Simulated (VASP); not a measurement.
W, 6 atoms in the cell. The structure is cubic, space group Fm-3m (No. 225). The conventional cell has a = 4.037 Å, b = 4.037 Å, c = 4.037 Å, α = 90.00°, β = 90.00°, γ = 90.00°. W (site symmetry m-3m) has 12 W at 2.85 Å within 3.8 Å. This isn't the form of W at room conditions, which is bcc.

```yaml
Program: VASP 6.6.1
Task: single point
Functional: PBE
Potentials_or_basis: VASP PAW PBE potentials, release 64 (W_sv)
Cutoff: 520 eV
k_mesh: 17 × 17 × 3
Occupations: gaussian, width 0.15 eV
Spin: no spin polarisation
Dipole_correction: no
Further_INCAR_settings: ALGO = Fast; EDIFF = 1e-07; NBANDS = 51
```

Potentials or basis: VASP PAW PBE potentials, release 64 (W_sv).

Launch:

```sh
$ cat potpaw_PBE.64/W_sv/POTCAR > POTCAR
$ mpirun -np 1 vasp_std > vasp.out
```

Hardware: 1 thread of Intel(R) Xeon(R) Platinum 8375C CPU @ 2.90GHz (Ice Lake) (shared host).

Question: How long does it take, and how much memory?

Answer: Run time: 15 min on 1 thread of Intel(R) Xeon(R) Platinum 8375C CPU @ 2.90GHz (Ice Lake), on a shared host, peak memory 0.45 GiB. Counts: scf iterations 26, k points 90.
